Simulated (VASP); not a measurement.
# NaCl (Fm-3m) in VASP: settings compared

Aim: see how the results for NaCl move with the level of theory and the settings. Levels: PBE, LDA. Tasks: single point.

Program: VASP 6.6.1. These are calculated values, not measurements. Logs are shortened: lines on timing, memory, paths and dates and some standing lists are left out, and cuts for length are marked.

### Step 1. The cell of the first run

The structure is cubic, space group Fm-3m (No. 225). The conventional cell has a = 5.605 Å, b = 5.605 Å, c = 5.605 Å, α = 90.00°, β = 90.00°, γ = 90.00°. Within 3.7 Å of Na (site symmetry m-3m) lie 6 Cl at 2.80 Å. Cl (site symmetry m-3m) has 6 Na at 2.80 Å within 3.7 Å.

### Step 2. Single point, PBE

Contents of INCAR:

```
SYSTEM = NaCl
PREC     = Accurate       ! precision mode
ENCUT    = 520            ! plane-wave cutoff, eV
EDIFF    = 1E-7           ! SCF threshold, eV
ISMEAR   = 0              ! smearing method
SIGMA    = 0.01           ! smearing width, eV
LREAL    = .FALSE.        ! projectors in reciprocal space
LASPH    = .TRUE.         ! aspherical terms in the spheres
NELM     = 80             ! most SCF steps
ALGO     = Normal         ! electronic algorithm
ISIF     = 2              ! what is computed and relaxed
LWAVE    = .FALSE.        ! write WAVECAR
LCHARG   = .FALSE.        ! write CHGCAR
GGA      = PE             ! functional
NBANDS   = 14             ! bands
```

Contents of KPOINTS:

```
Automatic mesh
0
G
  4 4 4
  0 0 0
```

Contents of POSCAR:

```
NaCl
1.0
    0.0000000000      2.8027320724      2.8027320724
    2.8027320724      0.0000000000      2.8027320724
    2.8027320724      2.8027320724      0.0000000000
Na Cl
1 1
Direct
    0.0000000000      0.0000000000      0.0000000000
    0.5000000000      0.5000000000      0.5000000000
```

Potentials or basis: VASP PAW PBE potentials, release 64 (Na_pv, Cl).

Started as:

```bash
> cat potpaw_PBE.64/Na_pv/POTCAR potpaw_PBE.64/Cl/POTCAR > POTCAR
> mpirun -np 1 vasp_std > vasp.out
```

OUTCAR:

```text
SYSTEM = NaCl
   PREC = Accurate
   ENCUT = 520
   EDIFF = 1E-7
   ISMEAR = 0
   LREAL = .FALSE.
   LASPH = .TRUE.
   NELM = 80
   ISIF = 2
   GGA = PE

 ion  position               nearest neighbor table
   1  0.000  0.000  0.000-
   2  0.500  0.500  0.500-

  LATTYP: Found a face centered cubic cell.
 ALAT       =     5.6054641448

  Lattice vectors:

 A1 = (   0.0000000000,   2.8027320724,   2.8027320724)
 A2 = (   2.8027320724,   0.0000000000,   2.8027320724)
 A3 = (   2.8027320724,   2.8027320724,   0.0000000000)

Analysis of symmetry for initial positions (statically):
=====================================================================
 Subroutine PRICEL returns:
 Original cell was already a primitive cell.

 Routine SETGRP: Setting up the symmetry group for a
 face centered cubic supercell.

 Subroutine GETGRP returns: Found 48 space group operations
 (whereof 48 operations were pure point group operations)
 out of a pool of 48 trial point group operations.

The static configuration has the point symmetry O_h .

Analysis of symmetry for dynamics (positions and initial velocities):
=====================================================================
 Subroutine PRICEL returns:
 Original cell was already a primitive cell.

 Routine SETGRP: Setting up the symmetry group for a
 face centered cubic supercell.

 Subroutine GETGRP returns: Found 48 space group operations
 (whereof 48 operations were pure point group operations)
 out of a pool of 48 trial point group operations.

The dynamic configuration has the point symmetry O_h .

 Subroutine INISYM returns: Found 48 space group operations
 (whereof 48 operations are pure point group operations),
 and found     1 'primitive' translations

----------------------------------------------------------------------------------------

                                     Primitive cell

  volume of cell :      44.0326

  direct lattice vectors                    reciprocal lattice vectors
     0.000000000  2.802732072  2.802732072    -0.178397359  0.178397359  0.178397359
     2.802732072  0.000000000  2.802732072     0.178397359 -0.178397359  0.178397359
     2.802732072  2.802732072  0.000000000     0.178397359  0.178397359 -0.178397359

  length of vectors
     3.963661708  3.963661708  3.963661708     0.308993290  0.308993290  0.308993290

  position of ions in fractional coordinates (direct lattice)
     0.000000000  0.000000000  0.000000000
     0.500000000  0.500000000  0.500000000
[... 70 lines left out ...]
   PSTRESS=    0.0 pullay stress
   NELECT =      14.0000    total number of electrons
   NUPDOWN=      -1.0000    fix difference up-down
   EMIN   =  10.00;   EMAX   =-10.00  energy-range for DOS
   EFERMI =   0.00;   METHOD = LEGACY
   ISMEAR =     0;   SIGMA  =   0.01  broadening in eV -4-tet -1-fermi 0-gaus
   EFERMI_NEDOS =   21; number of points for ismear=-14 and -15
   IALGO  =     38    algorithm
   IMIX   =      4    mixing-type and parameters
     AMIX     =   0.40;   BMIX     =  1.00
     AMIX_MAG =   1.60;   BMIX_MAG =  1.00
  volume/ion in A,a.u.               =      22.02       148.57
  Fermi-wavevector in a.u.,A,eV,Ry     =   1.117359  2.111502 16.986742  1.248490
  Thomas-Fermi vector in A             =   2.253981
   LORBIT       =      0    0 simple, 1 ext, 2 COOP (PROOUT), +10 PAW based schemes
   GGA     = PE    functional components
   LHFCALC =     F    Hartree Fock is set to
   AEXX    =    0.0000 exact exchange contribution
   IVDW    =     0    specifies the selected vdW correction
   LEPSILON=     F    determine dielectric tensor
   LRPA    =     F    only Hartree local field effects (RPA)
 non-spin polarized calculation
 Gauss-broadening in eV      SIGMA  =   0.01
  energy-cutoff  :      520.00
  volume of cell :       44.03
 maximum number of plane-waves:      1243
 NGX is ok and might be reduce to    30
   NGX = 15   NGY = 15   NGZ = 15

 number of electron      14.0000003 magnetization

 Free energy of the ion-electron system (eV)
  ---------------------------------------------------
  ext. energy  EPLUGINS =         0.00000000
  ---------------------------------------------------
  free energy    TOTEN  =        -6.76758710 eV

  energy without entropy =       -6.76758710  energy(sigma->0) =       -6.76758710

 E-fermi :  -0.5550     XC(G=0):  -8.2441

 val. band max:       -0.6215237328   @ k =   0.0000   0.0000   0.0000
 cond. band min:       4.5569362577   @ k =   0.0000   0.0000   0.0000
 fundamental gap:      5.1784599905
 Fermi energy:        -0.5549727003

 k-point     1 :       0.0000    0.0000    0.0000
  band No.  band energies     occupation
      1     -21.4081      2.00000
      2     -21.4081      2.00000
      3     -21.4081      2.00000
      4     -13.3220      2.00000
      5      -0.6215      2.00000
      6      -0.6215      2.00000
      7      -0.6215      2.00000
      8       4.5569      0.00000
      9      10.5164      0.00000
     10      10.5164      0.00000
     11      10.5164      0.00000
     12      12.7011      0.00000
     13      12.7011      0.00000
     14      14.3399      0.00000
[... 105 lines left out ...]
      1     -21.4233      2.00000
      2     -21.4233      2.00000
      3     -21.4191      2.00000
      4     -12.8990      2.00000
      5      -1.8426      2.00000
      6      -1.8426      2.00000
      7      -1.3981      2.00000
      8       8.2810      0.00000
      9       9.1310      0.00000
     10       9.1310      0.00000
     11      10.8292      0.00000
     12      15.2299      0.00000
     13      15.2299      0.00000
     14      15.7939      0.00000

------------------------ aborting loop because EDIFF is reached ----------------------------------------

  FORCE on cell =-STRESS in cart. coord.  units (eV):
  Direction    XX          YY          ZZ          XY          YZ          ZX
  --------------------------------------------------------------------------------------
  -------------------------------------------------------------------------------------
  Total        0.3470068      0.3470068      0.3470068      0.0000000     -0.0000000      0.0000000
  in kB       12.6262347     12.6262347     12.6262347      0.0000000     -0.0000000      0.0000000
  external PRESSURE =      12.6262347 kB  Pullay stress =       0.0000000 kB

 VOLUME and BASIS-vectors are now :
 -----------------------------------------------------------------------------
  energy-cutoff  :      520.00
  volume of cell :       44.03
      direct lattice vectors                 reciprocal lattice vectors
     0.000000000  2.802732072  2.802732072    -0.178397359  0.178397359  0.178397359
     2.802732072  0.000000000  2.802732072     0.178397359 -0.178397359  0.178397359
     2.802732072  2.802732072  0.000000000     0.178397359  0.178397359 -0.178397359

 POSITION                                       TOTAL-FORCE (eV/Angst)
 -----------------------------------------------------------------------------------
      0.00000      0.00000      0.00000        -0.000000      0.000000      0.000000
      2.80273      2.80273      2.80273         0.000000     -0.000000     -0.000000
 -----------------------------------------------------------------------------------
    total drift:                               -0.000000      0.000000      0.000000

  FREE ENERGIE OF THE ION-ELECTRON SYSTEM (eV)
  ---------------------------------------------------
  free  energy   TOTEN  =        -6.7675870974 eV

  energy  without entropy=       -6.7675870974  energy(sigma->0) =       -6.76758710
```

OSZICAR:

```text
N       E                     dE             d eps       ncg     rms          rms(c)
DAV:   1     0.967557425504E+02    0.96756E+02   -0.71830E+03   224   0.103E+03
DAV:   2     0.122193136815E+01   -0.95534E+02   -0.89916E+02   242   0.273E+02
DAV:   3    -0.684020191239E+01   -0.80621E+01   -0.80082E+01   290   0.732E+01
DAV:   4    -0.696063522525E+01   -0.12043E+00   -0.12036E+00   266   0.944E+00
DAV:   5    -0.696306315418E+01   -0.24279E-02   -0.24278E-02   266   0.136E+00    0.216E+00
DAV:   6    -0.677358070750E+01    0.18948E+00   -0.31267E-01   266   0.327E+00    0.161E+00
DAV:   7    -0.676201779013E+01    0.11563E-01   -0.82704E-02   298   0.165E+00    0.110E+00
DAV:   8    -0.676760078248E+01   -0.55830E-02   -0.95429E-03   248   0.854E-01    0.296E-01
DAV:   9    -0.676748279905E+01    0.11798E-03   -0.21614E-04   290   0.114E-01    0.159E-01
DAV:  10    -0.676759719377E+01   -0.11439E-03   -0.30508E-04   254   0.137E-01    0.693E-02
DAV:  11    -0.676758641666E+01    0.10777E-04   -0.20333E-05   284   0.420E-02    0.128E-02
DAV:  12    -0.676758674723E+01   -0.33057E-06   -0.19361E-06   272   0.129E-02    0.152E-03
DAV:  13    -0.676758729746E+01   -0.55023E-06   -0.25865E-07   260   0.331E-03    0.324E-03
DAV:  14    -0.676758709241E+01    0.20505E-06   -0.41528E-08   202   0.115E-03    0.402E-04
DAV:  15    -0.676758709737E+01   -0.49540E-08   -0.27436E-09   172   0.511E-04
   1 F= -.67675871E+01 E0= -.67675871E+01  d E =-.153892E-22
```

stdout:

```text
POSCAR found type information on POSCAR NaCl
 POSCAR found :  2 types and       2 ions
 scaLAPACK will be used
 LDA part: xc-table for (Slater+PW92), standard interpolation
 POSCAR, INCAR and KPOINTS ok, starting setup
 FFT: planning ... GRIDC
 FFT: planning ... GRID_SOFT
 FFT: planning ... GRID
 WAVECAR not read
 entering main loop
```

It took 5 s on 1 thread of Intel Xeon Platinum 8559C (Emerald Rapids), shared host; peak memory 0.15 GiB.

What came out:

* Free energy: -6.7676 eV
* Pressure: 1.3 GPa
* Band gap on the k mesh: 5.18 eV, direct

Caveat: the k points lie up to 0.49 Å⁻¹ apart.

### Step 3. Single point, PBE

Contents of INCAR:

```
ALGO     = Normal         # electronic algorithm
EDIFF    = 1E-7           # SCF threshold, eV
ENCUT    = 520            # plane-wave cutoff, eV
GGA      = PE             # functional
ISIF     = 2              # what is computed and relaxed
ISMEAR   = 0              # smearing method
LASPH    = T              # aspherical terms in the spheres
LCHARG   = F              # write CHGCAR
LREAL    = F              # projectors in reciprocal space
LWAVE    = F              # write WAVECAR
NBANDS   = 14             # bands
NELM     = 80             # most SCF steps
PREC     = Accurate       # precision mode
SIGMA    = 0.01           # smearing width, eV
```

Contents of KPOINTS:

```
k-points
0
Gamma
  4 4 4
```

POSCAR is that of step 2.

Potentials or basis: VASP PAW PBE potentials, release 64 (Na_pv, Cl).

Started as:

```bash
> cat potpaw_PBE.64/Na_pv/POTCAR potpaw_PBE.64/Cl/POTCAR > POTCAR
> mpirun -np 1 vasp_std > vasp.out
```

It took 5.5 s on 1 thread of Intel Xeon Platinum 8559C (Emerald Rapids), shared host; peak memory 0.15 GiB.

Results (log left out):

| Property | Result |
| --- | --- |
| Free energy | -6.7676 eV |
| Pressure | 1.3 GPa |
| Band gap on the k mesh | 5.18 eV, direct |

Levels at points of the mesh, in eV from the valence-band top:
```csv
k point,band 3,band 4,band 5,band 6,band 7,band 8,band 9,band 10,band 11,band 12
"(0.00, 0.00, 0.00)",-20.79,-12.70,0.00,0.00,0.00,5.18,11.14,11.14,11.14,13.32
"(0.50, 0.00, 0.00)",-20.79,-12.34,-1.98,-0.27,-0.27,7.31,10.78,11.02,11.02,15.11
"(0.50, 0.50, 0.00)",-20.80,-12.30,-1.71,-0.61,-0.61,7.59,8.06,11.45,14.94,14.94
```

Caveat: the k points lie up to 0.49 Å⁻¹ apart. PBE gaps usually lie below the measured ones, often by a third to a half.

### Step 4. Single point, LDA

This run uses another cell than the first one, of 20.39 Å³/atom, 0.926 times its volume.

Contents of INCAR:

```
PREC     = Accurate       # precision mode
ENCUT    = 520            # plane-wave cutoff, eV
EDIFF    = 1E-6           # SCF threshold, eV
ISMEAR   = -1             # smearing method
SIGMA    = 0.02           # smearing width, eV
LREAL    = F              # projectors in reciprocal space
LASPH    = T              # aspherical terms in the spheres
NELM     = 80             # most SCF steps
ALGO     = Normal         # electronic algorithm
ISIF     = 2              # what is computed and relaxed
LWAVE    = F              # write WAVECAR
LCHARG   = F              # write CHGCAR
GGA      = CA             # functional
NBANDS   = 14             # bands
```

Contents of KPOINTS:

```
regular mesh
0
Gamma
  8 8 8
```

Contents of POSCAR:

```
NaCl
1.0
    0.0000000000      2.7317948511      2.7317948511
    2.7317948511      0.0000000000      2.7317948511
    2.7317948511      2.7317948511      0.0000000000
Na Cl
1 1
Direct
    0.0000000000      0.0000000000      0.0000000000
    0.5000000000      0.5000000000      0.5000000000
```

Potentials or basis: VASP PAW LDA potentials, release 64 (Na_pv, Cl).

Started as:

```bash
> cat potpaw_LDA.64/Na_pv/POTCAR potpaw_LDA.64/Cl/POTCAR > POTCAR
> mpirun -np 1 vasp_std > vasp.out
```

OUTCAR:

```text
PREC = Accurate
   ENCUT = 520
   EDIFF = 1E-6
   ISMEAR = -1
   LREAL = F
   LASPH = T
   NELM = 80
   ISIF = 2
   GGA = CA

 ion  position               nearest neighbor table
   1  0.000  0.000  0.000-
   2  0.500  0.500  0.500-

  LATTYP: Found a face centered cubic cell.
 ALAT       =     5.4635897022

  Lattice vectors:

 A1 = (   0.0000000000,   2.7317948511,   2.7317948511)
 A2 = (   2.7317948511,   0.0000000000,   2.7317948511)
 A3 = (   2.7317948511,   2.7317948511,   0.0000000000)

Analysis of symmetry for initial positions (statically):
=====================================================================
 Subroutine PRICEL returns:
 Original cell was already a primitive cell.

 Routine SETGRP: Setting up the symmetry group for a
 face centered cubic supercell.

 Subroutine GETGRP returns: Found 48 space group operations
 (whereof 48 operations were pure point group operations)
 out of a pool of 48 trial point group operations.

The static configuration has the point symmetry O_h .

Analysis of symmetry for dynamics (positions and initial velocities):
=====================================================================
 Subroutine PRICEL returns:
 Original cell was already a primitive cell.

 Routine SETGRP: Setting up the symmetry group for a
 face centered cubic supercell.

 Subroutine GETGRP returns: Found 48 space group operations
 (whereof 48 operations were pure point group operations)
 out of a pool of 48 trial point group operations.

The dynamic configuration has the point symmetry O_h .

 Subroutine INISYM returns: Found 48 space group operations
 (whereof 48 operations are pure point group operations),
 and found     1 'primitive' translations

----------------------------------------------------------------------------------------

                                     Primitive cell

  volume of cell :      40.7731

[... 111 lines left out ...]
  Thomas-Fermi vector in A             =   2.283058
   LORBIT       =      0    0 simple, 1 ext, 2 COOP (PROOUT), +10 PAW based schemes
   GGA     = CA    functional components
   LHFCALC =     F    Hartree Fock is set to
   AEXX    =    0.0000 exact exchange contribution
   IVDW    =     0    specifies the selected vdW correction
   LEPSILON=     F    determine dielectric tensor
   LRPA    =     F    only Hartree local field effects (RPA)
 non-spin polarized calculation
  energy-cutoff  :      520.00
  volume of cell :       40.77
 maximum number of plane-waves:      1121
 NGX is ok and might be reduce to    30
   NGX = 15   NGY = 15   NGZ = 15

 number of electron      13.9999993 magnetization

 Free energy of the ion-electron system (eV)
  ---------------------------------------------------
  ext. energy  EPLUGINS =         0.00000000
  ---------------------------------------------------
  free energy    TOTEN  =        -7.38920296 eV

  energy without entropy =       -7.38920296  energy(sigma->0) =       -7.38920296

 E-fermi :   0.0710     XC(G=0):  -9.1398

 val. band max:       -0.3548856305   @ k =   0.0000   0.0000   0.0000
 cond. band min:       4.7275950480   @ k =   0.0000   0.0000   0.0000
 fundamental gap:      5.0824806785
 Fermi energy:         0.0709849497

 k-point     1 :       0.0000    0.0000    0.0000
  band No.  band energies     occupation
      1     -20.9826      2.00000
      2     -20.9826      2.00000
      3     -20.9826      2.00000
      4     -13.1799      2.00000
      5      -0.3549      2.00000
      6      -0.3549      2.00000
      7      -0.3549      2.00000
      8       4.7276      0.00000
      9      10.5749      0.00000
     10      10.5749      0.00000
     11      10.5749      0.00000
     12      12.9330      0.00000
     13      12.9330      0.00000
     14      14.4617      0.00000
[... 377 lines left out ...]
      1     -21.0214      2.00000
      2     -20.9956      2.00000
      3     -20.9894      2.00000
      4     -12.6684      2.00000
      5      -2.3662      2.00000
      6      -1.3006      2.00000
      7      -0.8684      2.00000
      8       7.8577      0.00000
      9       9.2211      0.00000
     10      10.0019      0.00000
     11      11.4195      0.00000
     12      14.1815      0.00000
     13      15.5838      0.00000
     14      16.7268      0.00000

 [... further k-points ...]
[... 5 lines left out ...]
  --------------------------------------------------------------------------------------
  -------------------------------------------------------------------------------------
  Total        0.0116786      0.0116786      0.0116786      0.0000000      0.0000000     -0.0000000
  in kB        0.4589092      0.4589092      0.4589092      0.0000000      0.0000000     -0.0000000
  external PRESSURE =       0.4589092 kB  Pullay stress =       0.0000000 kB

 VOLUME and BASIS-vectors are now :
 -----------------------------------------------------------------------------
  energy-cutoff  :      520.00
  volume of cell :       40.77
      direct lattice vectors                 reciprocal lattice vectors
     0.000000000  2.731794851  2.731794851    -0.183029849  0.183029849  0.183029849
     2.731794851  0.000000000  2.731794851     0.183029849 -0.183029849  0.183029849
     2.731794851  2.731794851  0.000000000     0.183029849  0.183029849 -0.183029849

 POSITION                                       TOTAL-FORCE (eV/Angst)
 -----------------------------------------------------------------------------------
      0.00000      0.00000      0.00000        -0.000000     -0.000000     -0.000000
      2.73179      2.73179      2.73179         0.000000      0.000000      0.000000
 -----------------------------------------------------------------------------------
    total drift:                               -0.000000      0.000000      0.000000

  FREE ENERGIE OF THE ION-ELECTRON SYSTEM (eV)
  ---------------------------------------------------
  free  energy   TOTEN  =        -7.3892029574 eV

  energy  without entropy=       -7.3892029574  energy(sigma->0) =       -7.38920296
```

OSZICAR:

```text
N       E                     dE             d eps       ncg     rms          rms(c)
DAV:   1     0.102243343720E+03    0.10224E+03   -0.70927E+03   812   0.100E+03
DAV:   2     0.200226810561E+00   -0.10204E+03   -0.94722E+02   886   0.280E+02
DAV:   3    -0.746188079236E+01   -0.76621E+01   -0.76210E+01  1034   0.713E+01
DAV:   4    -0.757353469280E+01   -0.11165E+00   -0.11162E+00   974   0.916E+00
DAV:   5    -0.757574837692E+01   -0.22137E-02   -0.22136E-02  1028   0.132E+00    0.209E+00
DAV:   6    -0.741038614542E+01    0.16536E+00   -0.24478E-01  1010   0.333E+00    0.153E+00
DAV:   7    -0.739094086060E+01    0.19445E-01   -0.52249E-02  1096   0.143E+00    0.994E-01
DAV:   8    -0.738934770774E+01    0.15932E-02   -0.47915E-03   986   0.653E-01    0.314E-01
DAV:   9    -0.738921270222E+01    0.13501E-03   -0.20780E-04  1022   0.113E-01    0.147E-01
DAV:  10    -0.738920376241E+01    0.89398E-05   -0.10120E-04  1034   0.914E-02    0.804E-03
DAV:  11    -0.738920295743E+01    0.80498E-06   -0.44578E-06  1034   0.245E-02
   1 F= -.73892030E+01 E0= -.73892030E+01  d E =-.443176E-11
```

It took 8.1 s on 1 thread of Intel Xeon Platinum 8559C (Emerald Rapids), shared host; peak memory 0.14 GiB.

Results:

```yaml
Free_energy: -7.3892 eV
Pressure: 0.0 GPa
Band_gap_on_the_k_mesh: 5.08 eV, direct
```

LDA gaps usually lie below the measured ones, often by a third to a half.
